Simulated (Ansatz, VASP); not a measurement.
# TiO2 in VASP and in Ansatz

Contents of INCAR:

```
ALGO     = Normal         # electronic algorithm
EDIFF    = 1E-6           # SCF threshold, eV
ENCUT    = 520            # plane-wave cutoff, eV
GGA      = PE             # functional
ISIF     = 2              # what is computed and relaxed
ISMEAR   = 0              # smearing method
IVDW     = 12             # dispersion correction
LASPH    = T              # aspherical terms in the spheres
LCHARG   = F              # write CHGCAR
LDAU     = T              # DFT+U
LDAUJ    = 0 0          
LDAUL    = 2 -1           # shell
LDAUPRINT= 1            
LDAUTYPE = 2            
LDAUU    = 4 0            # U, eV
LMAXMIX  = 4              # l up to which the mixer works
LREAL    = F              # projectors in reciprocal space
LWAVE    = F              # write WAVECAR
NBANDS   = 19             # bands
NELM     = 150            # most SCF steps
PREC     = Accurate       # precision mode
SIGMA    = 0.05           # smearing width, eV
```

The input KPOINTS:

```
k-points
0
Gamma
  9 9 9
```

File POSCAR:

```
TiO2
1.0
    1.4689500000      0.8480986779      4.1903000000
   -1.4689500000      0.8480986779      4.1903000000
    0.0000000000     -1.6961973559      4.1903000000
Ti O
1 2
Direct
    0.0000000000      0.0000000000      0.0000000000
    0.6017580785      0.6017580785      0.6017580785
    0.3982419215      0.3982419215      0.3982419215
```

Input for Ansatz:

```yaml
crystal:
  lattice:
    - [1.46895, 0.8480986779, 4.1903]
    - [-1.46895, 0.8480986779, 4.1903]
    - [0.0, -1.6961973559, 4.1903]
  atoms:
    - { symbol: Ti, position: [0.0, 0.0, 0.0] }
    - { symbol: O, position: [0.6017580785, 0.6017580785, 0.6017580785] }
    - { symbol: O, position: [0.3982419215, 0.3982419215, 0.3982419215] }
basis:
  ecutwfc: 520.0
kpoints:
  mp_grid: { grid: [9, 9, 9] }
hamiltonian:
  xc: pbe
  pseudopotentials: { kind: paw, azcp: { folder: soft_1 } }
  dispersion: d3bj
  hubbard: { sites: [{ species: Ti, l: d, u_eff: 4.0 }] }
scf:
  occupations: { method: gaussian, width: 0.05 }
output:
  forces: true
  stress: true
  eigenvalues: true
```

Alike in both runs: task single point; functional PBE; dispersion D3(BJ); k mesh 9 × 9 × 9; occupations gaussian, width 0.05 eV; no spin polarisation; Hubbard terms Ti d U = 4.0 eV.

```csv
,VASP,Ansatz
version,VASP 6.6.1,Ansatz 0.2.0
potentials or method,"VASP PAW PBE potentials, release 64 (Ti_sv, O), cutoff 520 eV","scalar-relativistic, plane waves, PAW"
valence electrons in the cell,24,24
```

|  | VASP | Ansatz | Ansatz less VASP |
| --- | --- | --- | --- |
| gap on the k mesh at the Fermi level (eV) | 3.10 | 3.01 | -0.092 |
| least direct gap on the mesh (eV) | 3.59 | 3.49 | -0.098 |
| rms of the force components (eV/Å) | 1.866 | 1.643 | -0.2233 |

The programs project onto different local orbitals, so the same U acts differently, and such runs can settle in different states. Atom by atom the forces differ by 0.223 eV/Å (rms over components).
